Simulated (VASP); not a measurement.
# H3C8 in VASP: notebook

Runs on H3C8. Level: LDA. Tasks: single point, relaxation of the atoms.

All numbers are computed with VASP 6.6.1; they aren't measurements. Logs are shortened: lines on timing, memory, paths and dates and some standing lists are left out, and cuts for length are marked.

### 1 The cell of the first run

The cell holds a slab with vacuum, 22 atoms: a = 5.049 Å, b = 5.049 Å, c = 15.776 Å, α = 90.00°, β = 90.00°, γ = 60.00°.

### 2 Single point, LDA

Input file INCAR:

```
SYSTEM = H3C8
ALGO = Normal
EDIFF = 1E-6
ENCUT = 520
GGA_COMPAT = .FALSE.
ISIF = 2
ISMEAR = -1
LASPH = .TRUE.
LCHARG = .FALSE.
LREAL = .FALSE.
LWAVE = .FALSE.
NBANDS = 52
NELM = 120
NELMDL = -8
PREC = Accurate
SIGMA = 0.02
```

Input file KPOINTS:

```
k-points
0
G
  3 3 1
  0 0 0
```

Input file POSCAR:

```
H3C8
1.0
    5.0487420000      0.0000000000      0.0000000000
    2.5243710000      4.3723390000      0.0000000000
    0.0000000000      0.0000000000     15.7764260000
H C
6 16
Direct
    0.1666666500      0.1666667000      0.0633857000
    0.6666666500      0.1666667000      0.0633857000
    0.1666666500      0.6666667000      0.0633857000
    0.6666666500      0.6666667000      0.0633857000
    0.0055007798      0.4889984404      0.3654742540
    0.5055007798      0.4889984404      0.3654742540
    0.1666666500      0.1666667000      0.1331100000
    0.6666666500      0.1666667000      0.1331100000
    0.1666666500      0.6666667000      0.1331100000
    0.6666666500      0.6666667000      0.1331100000
   -0.1666666500      0.3333333000      0.1657717000
    0.3333333500      0.3333333000      0.1657717000
   -0.1666666500      0.8333333000      0.1657717000
    0.3333333500      0.8333333000      0.1657717000
   -0.1630859286      0.3261718572      0.2640762368
    0.3369140714      0.3261718572      0.2640762368
   -0.1649118996      0.8298237993      0.2675657295
    0.3350881004      0.8298237993      0.2675657295
    0.0034490089     -0.0068980178      0.2853060962
    0.5034490089     -0.0068980178      0.2853060962
    0.0042299352      0.4915401295      0.2954588131
    0.5042299352      0.4915401295      0.2954588131
```

Potentials or basis: VASP PAW LDA potentials, release 64 (H, C).

Launch:

```console
$ cat potpaw_LDA.64/H/POTCAR potpaw_LDA.64/C/POTCAR > POTCAR
$ mpirun -np 1 vasp_std > vasp.out
```

OUTCAR:

```text
SYSTEM = H3C8
   EDIFF = 1E-6
   ENCUT = 520
   ISIF = 2
   ISMEAR = -1
   LASPH = .TRUE.
   LREAL = .FALSE.
   NELM = 120
   NELMDL = -8
   PREC = Accurate

 ion  position               nearest neighbor table
   1  0.167  0.167  0.063-   7 1.10
   2  0.667  0.167  0.063-   8 1.10
   3  0.167  0.667  0.063-   9 1.10
   4  0.667  0.667  0.063-  10 1.10
   5  0.006  0.489  0.365-  21 1.10
   6  0.506  0.489  0.365-  22 1.10
   7  0.167  0.167  0.133-   1 1.10  12 1.55  11 1.55  14 1.55
   8  0.667  0.167  0.133-   2 1.10  11 1.55  12 1.55  13 1.55
   9  0.167  0.667  0.133-   3 1.10  14 1.55  13 1.55  12 1.55
  10  0.667  0.667  0.133-   4 1.10  13 1.55  14 1.55  11 1.55
  11  0.833  0.333  0.166-   8 1.55   7 1.55  10 1.55  15 1.55
  12  0.333  0.333  0.166-   7 1.55   8 1.55   9 1.55  16 1.55
  13  0.833  0.833  0.166-  10 1.55   9 1.55   8 1.55  17 1.61
  14  0.333  0.833  0.166-   9 1.55  10 1.55   7 1.55  18 1.61
  15  0.837  0.326  0.264-  19 1.49  21 1.54  22 1.54  11 1.55
  16  0.337  0.326  0.264-  20 1.49  22 1.54  21 1.54  12 1.55
  17  0.835  0.830  0.268-  19 1.48  20 1.48  21 1.54  13 1.61
  18  0.335  0.830  0.268-  20 1.48  19 1.48  22 1.54  14 1.61
  19  0.003  0.993  0.285-  17 1.48  18 1.48  15 1.49
  20  0.503  0.993  0.285-  18 1.48  17 1.48  16 1.49
  21  0.004  0.492  0.295-   5 1.10  15 1.54  16 1.54  17 1.54
  22  0.504  0.492  0.295-   6 1.10  16 1.54  15 1.54  18 1.54

  LATTYP: Found a hexagonal cell.
 ALAT       =     5.0487421480
 C/A-ratio  =     3.1248230822

  Lattice vectors:

 A1 = (  -2.5243710000,  -4.3723390000,   0.0000000000)
 A2 = (   5.0487420000,   0.0000000000,   0.0000000000)
 A3 = (   0.0000000000,   0.0000000000,  15.7764260000)

Analysis of symmetry for initial positions (statically):
=====================================================================
 Subroutine PRICEL returns following result:

  LATTYP: Found a simple orthorhombic cell.
 ALAT       =     2.5243710000
 B/A-ratio  =     1.7320508752
 C/A-ratio  =     6.2496463475

  Lattice vectors:

 A1 = (   2.5243710000,   0.0000000000,   0.0000000000)
 A2 = (   0.0000000000,   4.3723390000,   0.0000000000)
 A3 = (   0.0000000000,   0.0000000000,  15.7764260000)

   2 primitive cells build up your supercell.

 Routine SETGRP: Setting up the symmetry group for a
 hexagonal supercell.

 Subroutine GETGRP returns: Found  2 space group operations
 (whereof  2 operations were pure point group operations)
 out of a pool of 24 trial point group operations.

The static configuration has the point symmetry C_1h.

Analysis of symmetry for dynamics (positions and initial velocities):
=====================================================================
 Subroutine PRICEL returns following result:

  LATTYP: Found a simple orthorhombic cell.
 ALAT       =     2.5243710000
 B/A-ratio  =     1.7320508752
 C/A-ratio  =     6.2496463475

  Lattice vectors:

 A1 = (   2.5243710000,   0.0000000000,   0.0000000000)
 A2 = (   0.0000000000,   4.3723390000,   0.0000000000)
 A3 = (   0.0000000000,   0.0000000000,  15.7764260000)

   2 primitive cells build up your supercell.

 Routine SETGRP: Setting up the symmetry group for a
 hexagonal supercell.

 Subroutine GETGRP returns: Found  2 space group operations
 (whereof  2 operations were pure point group operations)
 out of a pool of 24 trial point group operations.

The dynamic configuration has the point symmetry C_1h.

 Subroutine INISYM returns: Found  2 space group operations
 (whereof  2 operations are pure point group operations),
 and found     2 'primitive' translations

----------------------------------------------------------------------------------------

                                     Primitive cell

  volume of cell :     174.1308

  direct lattice vectors                    reciprocal lattice vectors
     2.524371000  0.000000000  0.000000000     0.396138286  0.000000000  0.000000000
     0.000000000  4.372339000  0.000000000     0.000000000  0.228710537  0.000000000
     0.000000000  0.000000000 15.776426000     0.000000000  0.000000000  0.063385712

  length of vectors
     2.524371000  4.372339000 15.776426000     0.396138286  0.228710537  0.063385712

  position of ions in fractional coordinates (direct lattice)
     0.500000000  0.166666700  0.063385700
     0.000000000  0.666666700  0.063385700
     0.500000000  0.488998440  0.365474254
     0.500000000  0.166666700  0.133110000
     0.000000000  0.666666700  0.133110000
     1.000000000  0.333333300  0.165771700
     0.500000000  0.833333300  0.165771700
     0.000000000  0.326171857  0.264076237
     0.500000000  0.829823799  0.267565729
     0.000000000  0.993101982  0.285306096
     0.500000000  0.491540130  0.295458813

  ion indices of the primitive-cell ions
   primitive index   ion index
                 1           1
                 2           3
                 3           5
                 4           7
                 5           9
                 6          12
                 7          14
                 8          16
                 9          18
                10          19
                11          21

----------------------------------------------------------------------------------------

 KPOINTS: k-points

Automatic generation of k-mesh.
 Grid dimensions read from file:
 generate k-points for:    3    3    1

 Generating k-lattice:

  Cartesian coordinates                     Fractional coordinates (reciprocal lattice)
     0.066023048 -0.038118423  0.000000000     0.333333333 -0.000000000  0.000000000
     0.000000000  0.076236846  0.000000000     0.000000000  0.333333333  0.000000000
     0.000000000  0.000000000  0.063385712     0.000000000  0.000000000  1.000000000

  Length of vectors
     0.076236848  0.076236846  0.063385712

  Shift w.r.t. Gamma in fractional coordinates (k-lattice)
     0.000000000  0.000000000  0.000000000

 Subroutine IBZKPT returns following result:
 ===========================================

 Found      4 irreducible k-points:

 Following reciprocal coordinates:
            Coordinates               Weight
  0.000000  0.000000  0.000000      1.000000
  0.333333  0.000000  0.000000      4.000000
  0.000000  0.333333  0.000000      2.000000
 -0.333333  0.333333  0.000000      2.000000
   k-points           NKPTS =      4   k-points in BZ     NKDIM =      4   number of bands    NBANDS=     52
   number of dos      NEDOS =    301   number of ions     NIONS =     22
   total plane-waves  NPLWV = 192000
   dimension x,y,z NGX =    40 NGY =   40 NGZ =  120
   dimension x,y,z NGXF=    80 NGYF=   80 NGZF=  240
   ions per type =               6  16
   NGX,Y,Z   is equivalent  to a cutoff of  13.17, 13.17, 12.65 a.u.
   NGXF,Y,Z  is equivalent  to a cutoff of  26.34, 26.34, 25.29 a.u.
 SYSTEM =  H3C8
   PREC   = accura    normal or accurate (medium, high low for compatibility)
   ISTART =      0    job   : 0-new  1-cont  2-samecut
   ICHARG =      2    charge: 1-file 2-atom 10-const
   ISPIN  =      1    spin polarized calculation?
   LNONCOLLINEAR =      F non collinear calculations
   LSORBIT =      F    spin-orbit coupling
   LASPH  =      T    aspherical Exc in radial PAW
   ENCUT  =  520.0 eV  38.22 Ry    6.18 a.u.   9.39  9.39 29.33*2*pi/ulx,y,z
   NELM   =    120;   NELMIN=  2; NELMDL= -8     # of ELM steps
   EDIFF  = 0.1E-05   stopping-criterion for ELM
   LREAL  =      F    real-space projection
   EDIFFG = 0.1E-04   stopping-criterion for IOM
   NSW    =      0    number of steps for IOM
   IBRION =     -1    ionic relax: 0-MD 1-quasi-New 2-CG
   NFREE  =      0    steps in history (QN), initial steepest desc. (CG)
   ISIF   =      2    stress and relaxation
   ISYM   =      2    0-nonsym 1-usesym 2-fastsym
   POTIM  = 0.5000    time-step for ionic-motion
   TEBEG  =    0.0;   TEEND  =   0.0 temperature during run
   PSTRESS=    0.0 pullay stress
   NELECT =      70.0000    total number of electrons
   NUPDOWN=      -1.0000    fix difference up-down
   EMIN   =  10.00;   EMAX   =-10.00  energy-range for DOS
   EFERMI =   0.00;   METHOD = LEGACY
   ISMEAR =    -1;   SIGMA  =   0.02  broadening in eV -4-tet -1-fermi 0-gaus
   EFERMI_NEDOS =   21; number of points for ismear=-14 and -15
   IALGO  =     38    algorithm
   IMIX   =      4    mixing-type and parameters
     AMIX     =   0.40;   BMIX     =  1.00
     AMIX_MAG =   1.60;   BMIX_MAG =  1.00
  volume/ion in A,a.u.               =      15.83       106.83
  Fermi-wavevector in a.u.,A,eV,Ry     =   0.958971  1.812193 12.512272  0.919626
  Thomas-Fermi vector in A             =   2.088126
   LORBIT       =      0    0 simple, 1 ext, 2 COOP (PROOUT), +10 PAW based schemes
   GGA     = CA    functional components
   LHFCALC =     F    Hartree Fock is set to
   AEXX    =    0.0000 exact exchange contribution
   IVDW    =     0    specifies the selected vdW correction
   LEPSILON=     F    determine dielectric tensor
   LRPA    =     F    only Hartree local field effects (RPA)
 non-spin polarized calculation
  energy-cutoff  :      520.00
  volume of cell :      348.26
 maximum number of plane-waves:      9407
 NGX is ok and might be reduce to    40
   NGX = 19   NGY = 19   NGZ = 59

 number of electron      70.0000003 magnetization

 Free energy of the ion-electron system (eV)
  ---------------------------------------------------
  ext. energy  EPLUGINS =         0.00000000
  ---------------------------------------------------
  free energy    TOTEN  =      -179.58288023 eV

  energy without entropy =     -179.57542549  energy(sigma->0) =     -179.57915286

 E-fermi :   0.5143     XC(G=0):  -5.2295

 val. band max:        0.5115018165   @ k =  -0.3333   0.3333   0.0000
 cond. band min:       0.6844955933   @ k =   0.3333   0.0000   0.0000
 fundamental gap:      0.1729937768
 Fermi energy:         0.5143198370

 k-point     1 :       0.0000    0.0000    0.0000
  band No.  band energies     occupation
      1     -20.4766      2.00000
      2     -17.5881      2.00000
      3     -15.2490      2.00000
      4     -15.2346      2.00000
      5     -15.1746      2.00000
      6     -14.1527      2.00000
[... 39 lines left out ...]
     46       5.8662      0.00000
     47       6.6540      0.00000
[... 108 lines left out ...]
      6     -15.6140      2.00000
[... 39 lines left out ...]
     46       6.7383      0.00000
     47       7.0789      0.00000
 [bands above 47 left out]

------------------------ aborting loop because EDIFF is reached ----------------------------------------

  FORCE on cell =-STRESS in cart. coord.  units (eV):
  Direction    XX          YY          ZZ          XY          YZ          ZX
  --------------------------------------------------------------------------------------
  -------------------------------------------------------------------------------------
  Total       -6.1655437     -7.9406950     -1.2993735      0.0000000     -0.0119752      0.0000000
  in kB      -28.3645786    -36.5311605     -5.9777666      0.0000000     -0.0550917      0.0000000
  external PRESSURE =     -23.6245019 kB  Pullay stress =       0.0000000 kB

 VOLUME and BASIS-vectors are now :
 -----------------------------------------------------------------------------
  energy-cutoff  :      520.00
  volume of cell :      348.26
      direct lattice vectors                 reciprocal lattice vectors
     5.048742000  0.000000000  0.000000000     0.198069143 -0.114355268  0.000000000
     2.524371000  4.372339000  0.000000000     0.000000000  0.228710537  0.000000000
     0.000000000  0.000000000 15.776426000     0.000000000  0.000000000  0.063385712

 POSITION                                       TOTAL-FORCE (eV/Angst)
 -----------------------------------------------------------------------------------
      1.26219      0.72872      1.00000         0.000000     -0.025658     -0.294111
      3.78656      0.72872      1.00000         0.000000     -0.025658     -0.294111
      2.52437      2.91489      1.00000         0.000000      0.026144     -0.352609
      5.04874      2.91489      1.00000         0.000000      0.026144     -0.352609
      1.26219      2.13807      5.76588         0.000000     -0.010854      0.052160
      3.78656      2.13807      5.76588         0.000000     -0.010854      0.052160
[... 14 lines left out ...]
      1.26219      2.14918      4.66128         0.000000      0.010608      0.011542
      3.78656      2.14918      4.66128         0.000000      0.010608      0.011542
 -----------------------------------------------------------------------------------
    total drift:                                0.000000      0.000248      0.000020

  FREE ENERGIE OF THE ION-ELECTRON SYSTEM (eV)
  ---------------------------------------------------
  free  energy   TOTEN  =      -179.5828802317 eV

  energy  without entropy=     -179.5754254853  energy(sigma->0) =     -179.57915286
```

It took 3 min on 1 thread of Intel Xeon Platinum 8375C at 2.90GHz (Ice Lake), shared host; peak memory 0.35 GiB.

Results:

| Item | Value |
| --- | --- |
| Free energy | -179.5829 eV |
| Largest force | 1.825 eV/Å |
| Band gap on the k mesh | zero (bands 35 and 36 overlap by 0.05 eV) |

Forces in eV/Å, atoms in the order of the input:
```
H    0.000 -0.026 -0.294
H    0.000 -0.026 -0.294
H    0.000  0.026 -0.353
H    0.000  0.026 -0.353
H    0.000 -0.011  0.052
H    0.000 -0.011  0.052
C    0.000  0.004  1.825
C    0.000  0.004  1.825
C    0.000 -0.029  1.763
C    0.000 -0.029  1.763
C    0.000  0.129 -1.309
C    0.000  0.129 -1.309
C    0.000 -0.101 -1.751
C    0.000 -0.101 -1.751
C    0.000  0.019  0.008
C    0.000  0.019  0.008
C    0.000 -0.027  0.008
C    0.000 -0.027  0.008
C    0.000  0.004  0.038
C    0.000  0.004  0.038
C    0.000  0.011  0.012
C    0.000  0.011  0.012
```

Caveat: the k points lie up to 0.48 Å⁻¹ apart; there is no dipole correction, which matters where the two faces differ.

### 3 Relaxation of the atoms, LDA

Input file INCAR:

```
SYSTEM = H3C8
ALGO = Normal
EDIFF = 1E-7
EDIFFG = -0.08
ENCUT = 520
GGA = CA
GGA_COMPAT = .FALSE.
IBRION = 2
ISIF = 2
ISMEAR = -1
LASPH = .TRUE.
LCHARG = .FALSE.
LREAL = .FALSE.
LWAVE = .FALSE.
NELM = 120
NELMDL = -8
NELMIN = 4
NSW = 45
PREC = Accurate
SIGMA = 0.02
```

KPOINTS is that of step 2.

Input file POSCAR:

```
H3C8
1.0
    5.0487420000      0.0000000000      0.0000000000
    2.5243710000      4.3723390000      0.0000000000
    0.0000000000      0.0000000000     15.7764260000
H C
6 16
Selective dynamics
Direct
    0.1666667000      0.1666667000      0.0633857000  F F F
    0.6666667000      0.1666667000      0.0633857000  F F F
    0.1666667000      0.6666667000      0.0633857000  F F F
    0.6666667000      0.6666667000      0.0633857000  F F F
    0.0000000000      0.5000000000      0.3661429000  T T T
    0.5000000000      0.5000000000      0.3661429000  T T T
    0.1666667000      0.1666667000      0.1331100000  F F F
    0.6666667000      0.1666667000      0.1331100000  F F F
    0.1666667000      0.6666667000      0.1331100000  F F F
    0.6666667000      0.6666667000      0.1331100000  F F F
   -0.1666667000      0.3333333000      0.1657717000  F F F
    0.3333333000      0.3333333000      0.1657717000  F F F
   -0.1666667000      0.8333333000      0.1657717000  F F F
    0.3333333000      0.8333333000      0.1657717000  F F F
   -0.1666667000      0.3333333000      0.2637569000  T T T
    0.3333333000      0.3333333000      0.2637569000  T T T
   -0.1666667000      0.8333333000      0.2637569000  T T T
    0.3333333000      0.8333333000      0.2637569000  T T T
    0.0000000000      0.0000000000      0.2964186000  T T T
    0.5000000000      0.0000000000      0.2964186000  T T T
    0.0000000000      0.5000000000      0.2964186000  T T T
    0.5000000000      0.5000000000      0.2964186000  T T T
```

Potentials or basis: VASP PAW LDA potentials, release 64 (H, C).

Launch:

```console
$ cat potpaw_LDA.64/H/POTCAR potpaw_LDA.64/C/POTCAR > POTCAR
$ mpirun -np 1 vasp_std > vasp.out
```

It took 21 min on 1 thread of Intel Xeon Platinum 8375C at 2.90GHz (Ice Lake), shared host; peak memory 0.36 GiB.

It converged, with:

```yaml
Free_energy: -179.5814 eV
Energy_gained_by_relaxing: 44.5 meV/atom
Ionic_steps: 15
Band_gap_on_the_k_mesh: zero (bands 35 and 36 overlap by 0.06 eV)
```

The path:
```
step  energy change (eV)  largest force on free atoms (eV/Å)  pressure (GPa)
   1              0.0000                              4.1475           -3.76
   2             -0.0116                              4.5439           -2.44
   3             -0.7994                              1.8413           -3.21
   4             -0.7140                              3.2689           -2.18
   5             -0.9235                              0.5773           -2.81
   6             -0.9609                              0.3502           -2.76
   7             -0.9611                              0.3224           -2.76
   8             -0.9688                              0.2786           -2.65
   9             -0.9693                              0.2253           -2.68
  10             -0.9733                              0.1737           -2.55
  11             -0.9733                              0.1640           -2.56
  12             -0.9753                              0.1933           -2.50
  13             -0.9753                              0.1980           -2.50
  14             -0.9774                              0.1351           -2.45
  15             -0.9791                              0.0777           -2.36
```

Final structure:
```
H C
1.0
     5.04874    0.00000    0.00000
     2.52437    4.37234    0.00000
     0.00000    0.00000   15.77643
H C
6 16
Direct
  0.16667 0.16667 0.06339
  0.66667 0.16667 0.06339
  0.16667 0.66667 0.06339
  0.66667 0.66667 0.06339
  0.00358 0.49285 0.36545
  0.50358 0.49285 0.36545
  0.16667 0.16667 0.13311
  0.66667 0.16667 0.13311
  0.16667 0.66667 0.13311
  0.66667 0.66667 0.13311
  0.83333 0.33333 0.16577
  0.33333 0.33333 0.16577
  0.83333 0.83333 0.16577
  0.33333 0.83333 0.16577
  0.83613 0.32774 0.26413
  0.33613 0.32774 0.26413
  0.83439 0.83122 0.26741
  0.33439 0.83122 0.26741
  0.00289 0.99421 0.28536
  0.50289 0.99421 0.28536
  0.00324 0.49351 0.29544
  0.50324 0.49351 0.29544
```

Levels at points of the mesh, in eV from the Fermi level:
| k point | band 31 | band 32 | band 33 | band 34 | band 35 | band 36 | band 37 | band 38 | band 39 | band 40 |
| --- | --- | --- | --- | --- | --- | --- | --- | --- | --- | --- |
| (0.00, 0.00, 0.00) | -3.01 | -2.92 | -1.57 | -1.56 | -0.38 | -0.06 | 1.95 | 2.91 | 4.22 | 4.65 |

Caveat: the k points lie up to 0.48 Å⁻¹ apart; there is no dipole correction, which matters where the two faces differ.

The gap in the log of VASP goes by the Fermi energy; the results here count the filled bands.